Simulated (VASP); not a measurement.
# Sb3S2 (P1) in VASP: single point with r2SCAN

Aim: the single point of Sb3S2 with r2SCAN.

Everything below comes from runs of VASP 6.6.1. Logs are shortened: lines on timing, memory, paths and dates and some standing lists are left out, and cuts for length are marked.

## Step 1: The cell of the first run

The typed cell holds 10 atoms: a = 3.849 Å, b = 5.861 Å, c = 11.786 Å, α = 92.29°, β = 78.54°, γ = 107.80°.

## Step 2: Single point, r2SCAN

POSCAR

```
Sb3S2
1.0
    0.0465550000      3.8476790000     -0.0710580000
    5.5581240000     -1.8606340000     -0.0396100000
    0.1322250000      2.1260420000    -11.5922770000
Sb S
6 4
Direct
    0.8789980000      0.6960570000      0.8555380000
    0.0474210000      0.2460010000      0.1814940000
    0.7701280000      0.2153680000      0.6210770000
    0.1440180000      0.8470650000      0.3672890000
    0.3990600000      0.7476400000      0.9968420000
    0.6085240000      0.2256460000      0.0245600000
    0.2116770000      0.1916760000      0.7379460000
    0.8014830000      0.7883870000      0.2194990000
    0.6254420000      0.7715870000      0.5912220000
    0.3959050000      0.2687950000      0.4103480000
```

INCAR.step1

```
SYSTEM = Sb3S2
PREC = Accurate
ENCUT = 550
ISMEAR = -1
SIGMA = 0.1
LREAL = .False.
LASPH = .True.
NELM = 120
NBANDS = 38
GGA = PE
ALGO = Normal
EDIFF = 1E-5
LWAVE = .True.
LCHARG = .False.
GGA_COMPAT = .False.
```

INCAR.step2

```
SYSTEM = Sb3S2
PREC = Accurate
ENCUT = 550
EDIFF = 1E-6
ISMEAR = -1
SIGMA = 0.1
LREAL = .False.
LASPH = .True.
NELM = 120
ALGO = Normal
ISIF = 2
LWAVE = .False.
LCHARG = .True.
METAGGA = R2SCAN
LMIXTAU = .True.
LELF = .True.
LVHAR = .True.
NBANDS = 38
ISTART = 1
GGA_COMPAT = .False.
```

KPOINTS

```
Automatic mesh
0
Gamma
  5 3 2
  0 0.5 0
```

Potentials or basis: VASP PAW PBE potentials, release 64 (Sb, S).

On the command line:

```bash
$ cat potpaw_PBE.64/Sb/POTCAR potpaw_PBE.64/S/POTCAR > POTCAR
$ cp INCAR.step1 INCAR
$ mpirun -np 1 vasp_std > vasp.out
$ cp INCAR.step2 INCAR
$ mpirun -np 1 vasp_std > vasp.out
```

OUTCAR:

```text
SYSTEM = Sb3S2
   PREC = Accurate
   ENCUT = 550
   EDIFF = 1E-6
   ISMEAR = -1
   LREAL = .False.
   LASPH = .True.
   NELM = 120
   ISIF = 2
   METAGGA = R2SCAN
   ISTART = 1

 ion  position               nearest neighbor table
   1  0.879  0.696  0.856-   5 2.31   5 2.79   7 3.06   6 3.24
   2  0.047  0.246  0.181-   6 2.58   8 2.58   6 2.72  10 3.22   4 3.42   5 3.48
   3  0.770  0.215  0.621-   7 2.28   7 2.43   9 2.51  10 3.05  10 3.18
   4  0.144  0.847  0.367-   8 2.34  10 2.44   8 2.88   9 2.93   2 3.42
   5  0.399  0.748  0.997-   1 2.31   6 2.69   1 2.79   8 3.18   8 3.27   6 3.44   2 3.48   6 3.57

   6  0.609  0.226  0.025-   2 2.58   5 2.69   2 2.72   1 3.24   5 3.44   5 3.57
   7  0.212  0.192  0.738-   3 2.28   3 2.43   1 3.06
   8  0.801  0.788  0.219-   4 2.34   2 2.58   4 2.88   5 3.18   5 3.27
   9  0.625  0.772  0.591-   3 2.51   4 2.93
  10  0.396  0.269  0.410-   4 2.44   3 3.05   3 3.18   2 3.22

  LATTYP: Found a triclinic cell.
 ALAT       =    17.0199402675
 B/A-ratio  =     0.3443855918
 C/A-ratio  =     1.3582926900
 COS(alpha) =     0.0101410739
 COS(beta)  =     0.6820539381
 COS(gamma) =     0.7302288074

  Lattice vectors:

 A1 = ( -11.2019180000,   5.4429050000,  11.6004390000)
 A2 = (  -5.5581240000,   1.8606340000,   0.0396100000)
 A3 = (  -0.2178950000,  -0.4044050000,  23.1134960000)

Analysis of symmetry for initial positions (statically):
=====================================================================
 Subroutine PRICEL returns:
 Original cell was already a primitive cell.

 Routine SETGRP: Setting up the symmetry group for a
 triclinic supercell.

 Subroutine GETGRP returns: Found  1 space group operations
 (whereof  1 operations were pure point group operations)
 out of a pool of  2 trial point group operations.

The static configuration has the point symmetry C_1 .

Analysis of symmetry for dynamics (positions and initial velocities):
=====================================================================
 Subroutine PRICEL returns:
 Original cell was already a primitive cell.

 Routine SETGRP: Setting up the symmetry group for a
 triclinic supercell.

 Subroutine GETGRP returns: Found  1 space group operations
 (whereof  1 operations were pure point group operations)
 out of a pool of  2 trial point group operations.

The dynamic configuration has the point symmetry C_1 .

 Subroutine INISYM returns: Found  1 space group operations
 (whereof  1 operations are pure point group operations),
[... 111 lines left out ...]
   POTIM  = 0.5000    time-step for ionic-motion
   TEBEG  =    0.0;   TEEND  =   0.0 temperature during run
   PSTRESS=    0.0 pullay stress
   NELECT =      54.0000    total number of electrons
   NUPDOWN=      -1.0000    fix difference up-down
   EMIN   =  10.00;   EMAX   =-10.00  energy-range for DOS
   EFERMI =   0.00;   METHOD = LEGACY
   ISMEAR =    -1;   SIGMA  =   0.10  broadening in eV -4-tet -1-fermi 0-gaus
   EFERMI_NEDOS =   21; number of points for ismear=-14 and -15
   IALGO  =     38    algorithm
   IMIX   =      4    mixing-type and parameters
     AMIX     =   0.40;   BMIX     =  1.00
     AMIX_MAG =   1.60;   BMIX_MAG =  1.00
  volume/ion in A,a.u.               =      24.80       167.39
  Fermi-wavevector in a.u.,A,eV,Ry     =   0.984837  1.861073 13.196352  0.969904
  Thomas-Fermi vector in A             =   2.116100
   LORBIT       =      0    0 simple, 1 ext, 2 COOP (PROOUT), +10 PAW based schemes
   METAGGA = R2SCAN    functional components
   LHFCALC =     F    Hartree Fock is set to
   AEXX    =    0.0000 exact exchange contribution
   IVDW    =     0    specifies the selected vdW correction
   LEPSILON=     F    determine dielectric tensor
   LRPA    =     F    only Hartree local field effects (RPA)
 non-spin polarized calculation
  energy-cutoff  :      550.00
  volume of cell :      248.04
 maximum number of plane-waves:      7289
 NGX is ok and might be reduce to    30
   NGX = 15   NGY = 23   NGZ = 45

 number of electron      54.0000001 magnetization

 Free energy of the ion-electron system (eV)
  ---------------------------------------------------
  ext. energy  EPLUGINS =         0.00000000
  ---------------------------------------------------
  free energy    TOTEN  =      -182.78565952 eV

  energy without entropy =     -182.73002647  energy(sigma->0) =     -182.75784300

 E-fermi :   6.8307     XC(G=0): -10.1778

 val. band max:        6.7385777302   @ k =  -0.0000   0.1667  -0.0000
 cond. band min:       6.9639699211   @ k =   0.4000   0.5000   0.5000
 fundamental gap:      0.2253921909
 Fermi energy:         6.8307151115

 k-point     1 :      -0.0000    0.1667   -0.0000
  band No.  band energies     occupation
      1      -9.0127      2.00000
      2      -8.6733      2.00000
      3      -7.3129      2.00000
      4      -6.4493      2.00000
      5      -5.6891      2.00000
      6      -5.3923      2.00000
[... 645 lines left out ...]
     37      11.0380      0.00000
     38      11.4004      0.00000

------------------------ aborting loop because EDIFF is reached ----------------------------------------

  FORCE on cell =-STRESS in cart. coord.  units (eV):
  Direction    XX          YY          ZZ          XY          YZ          ZX
  --------------------------------------------------------------------------------------
  -------------------------------------------------------------------------------------
  Total        3.5597723     34.0386868     25.1242672     -2.7931771     11.6249395     -2.9761687
  in kB       22.9936540    219.8662508    162.2852984    -18.0419818     75.0890267    -19.2239808
  external PRESSURE =     135.0484010 kB  Pullay stress =       0.0000000 kB

 VOLUME and BASIS-vectors are now :
 -----------------------------------------------------------------------------
  energy-cutoff  :      550.00
  volume of cell :      248.04
      direct lattice vectors                 reciprocal lattice vectors
     0.046555000  3.847679000 -0.071058000     0.087296579  0.259738824  0.048632244
     5.558124000 -1.860634000 -0.039610000     0.179212920 -0.002137877  0.001652066
     0.132225000  2.126042000-11.592277000    -0.001147466 -0.001584834 -0.086568079

 POSITION                                       TOTAL-FORCE (eV/Angst)
 -----------------------------------------------------------------------------------
      4.02282      3.90590    -10.00766        -1.044778      5.785373      7.255945
      1.39351      0.11061     -2.11704         0.668014     -1.458009     -2.787447
      1.31502      3.88292     -7.26295        -0.366757      1.145447      3.575104
      4.76336     -0.24107     -4.30150        -0.579727      1.574132     -3.771577
      4.30586      2.26370    -11.61364         0.432849     -5.611312     -5.941992
      1.28575      1.97378     -0.33688         0.619248      1.242283      2.924179
      1.17279      2.02673     -8.57711        -0.683619     -1.094647     -3.892389
      4.44829      2.08361     -2.63267         0.674420     -1.374368      1.393761
      4.39587      2.22782     -6.92861         0.837053     -0.141769      0.713117
      1.56669      1.89560     -4.79565        -0.556704     -0.067131      0.531299
 -----------------------------------------------------------------------------------
    total drift:                               -0.000135     -0.000206      0.000389

  FREE ENERGIE OF THE ION-ELECTRON SYSTEM (eV)
  ---------------------------------------------------
  free  energy   TOTEN  =      -182.7856595164 eV

  energy  without entropy=     -182.7300264749  energy(sigma->0) =     -182.75784300
```

OUTCAR.step1:

```text
SYSTEM = Sb3S2
   PREC = Accurate
   ENCUT = 550
   ISMEAR = -1
   LREAL = .False.
   LASPH = .True.
[... 903 lines left out ...]
      4.44829      2.08361     -2.63267         0.323740     -1.471521      1.574869
      4.39587      2.22782     -6.92861         0.528862     -0.117355      0.627839
      1.56669      1.89560     -4.79565        -0.246817     -0.038153      0.456789
 -----------------------------------------------------------------------------------
    total drift:                               -0.002102     -0.000657     -0.001620

  FREE ENERGIE OF THE ION-ELECTRON SYSTEM (eV)
  ---------------------------------------------------
  free  energy   TOTEN  =       -37.4601215444 eV

  energy  without entropy=      -37.3904148039  energy(sigma->0) =      -37.42526817
```

Wall time 15 min (1 thread of Oxide Virtual Turin-like, shared host); peak memory 0.39 GiB.

What came out:

* Free energy: -182.7857 eV
* Pressure: 13.5 GPa
* Largest force: 9.339 eV/Å
* Band gap on the k mesh: 0.23 eV (least direct gap 0.27 eV)

Forces in eV/Å, atoms in the order of the input:
```
Sb  -1.045  5.785  7.256
Sb   0.668 -1.458 -2.787
Sb  -0.367  1.145  3.575
Sb  -0.580  1.574 -3.772
Sb   0.433 -5.611 -5.942
Sb   0.619  1.242  2.924
S   -0.684 -1.095 -3.892
S    0.674 -1.374  1.394
S    0.837 -0.142  0.713
S   -0.557 -0.067  0.531
```

Stress tensor (GPa, compression positive):
```
 2.30 -1.80 -1.92
-1.80 21.99  7.51
-1.92  7.51 16.23
```

Caveat: the stress differs along the axes, from 2 to 22 GPa; semilocal functionals underestimate gaps, and a narrow one can read as zero; the PAW data sets were made with another functional, which shifts forces and pressure a little; spin-orbit coupling is left out, which moves the levels of the heavy elements; a shifted mesh leaves out Γ, where band edges can lie.
